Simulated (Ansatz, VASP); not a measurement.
## One calculation of NbP, two programs

```
CELL_PARAMETERS angstrom
-1.68602 1.68602 5.77812
1.68602 -1.68602 5.77812
1.68602 1.68602 -5.77812
ATOMIC_POSITIONS crystal
Nb 0.24988 0.74988 0.50000
Nb 0.49988 0.49988 0.00000
P 0.83275 0.33275 0.50000
P 0.08275 0.08275 0.00000
```

Alike in both runs: task single point; functional r2SCAN; k mesh 11 × 11 × 11; occupations fermi-dirac, width 0.05 eV; no spin polarisation.

|  | VASP | Ansatz |
| --- | --- | --- |
| version | VASP 6.6.1 | Ansatz 0.2.0 |
| potentials or method | VASP PAW PBE potentials, release 64 (Nb_sv, P) | Ansatz PAW |
| plane-wave cutoff (eV) | 520 | 500 |
| valence electrons in the cell | 36 | 36 |

Ansatz gave:

- gap on the k mesh at the Fermi level (eV): none
- pressure (GPa): -5.2
- traceless stress, the component that is largest in VASP (GPa): 0.57
- rms of the force components (eV/Å): 0.005

Which values does VASP return?

gap on the k mesh at the Fermi level (eV): none; pressure (GPa): -5.6; traceless stress, the component that is largest in VASP (GPa): 0.61; rms of the force components (eV/Å): 0.006.

VASP's potentials were made for PBE, not for r2SCAN. Atom by atom the forces differ by 0.001 eV/Å (rms over components). A gap of «none» marks a metal or a gap that the smearing closes. The functional is the same, so the differences come from potentials, cutoffs and numerics.
